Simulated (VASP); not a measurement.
Here is a VASP 6.6.1 calculation.

Contents of POSCAR:

```
HfH2
1.0
   -1.7324560130      1.7324560130      2.1535680080
    1.7324560130     -1.7324560130      2.1535680080
    1.7324560130      1.7324560130     -2.1535680080
Hf H
1 2
Direct
    0.0000000000      0.0000000000      0.0000000000
    0.7500000000      0.2500000000      0.5000000000
    0.2500000000      0.7500000000      0.5000000000
```

INCAR.step1

```
SYSTEM = HfH2
PREC = Accurate ; ENCUT = 520
ISMEAR = 0 ; SIGMA = 0.1
LREAL = .False. ; LASPH = .True.
NELM = 100 ; NBANDS = 13
GGA = PE ; ALGO = Normal
EDIFF = 1E-4 ; LWAVE = .True.
LCHARG = .False.
```

INCAR.step2

```
SYSTEM = HfH2
PREC = Accurate ; ENCUT = 520
EDIFF = 1E-6 ; ISMEAR = 0
SIGMA = 0.1 ; LREAL = .False.
LASPH = .True. ; NELM = 100
ALGO = Normal ; ISIF = 2
LWAVE = .False. ; LCHARG = .True.
METAGGA = R2SCAN ; LMIXTAU = .True.
LELF = .True. ; LVHAR = .True.
NBANDS = 13 ; ISTART = 1
```

KPOINTS

```
regular mesh
0
Gamma
  16 16 16
  0 0 0
```

Potentials or basis: VASP PAW PBE potentials, release 64 (Hf_pv, H).

The run is started by

```sh
$ cat potpaw_PBE.64/Hf_pv/POTCAR potpaw_PBE.64/H/POTCAR > POTCAR
$ cp INCAR.step1 INCAR
$ mpirun -np 1 vasp_std > vasp.out
$ cp INCAR.step2 INCAR
$ mpirun -np 1 vasp_std > vasp.out
```

(1) Predict the band gap on the k mesh.

(2) Predict the pressure.

Answers

(1) zero (band 6 reaches 6.30 eV, above the bottom of band 7 at 5.10 eV).

(2) -1.1 GPa.

Caveat: the PAW data sets were made with another functional, which shifts forces and pressure a little; spin-orbit coupling is left out, which moves the levels of the heavy elements.
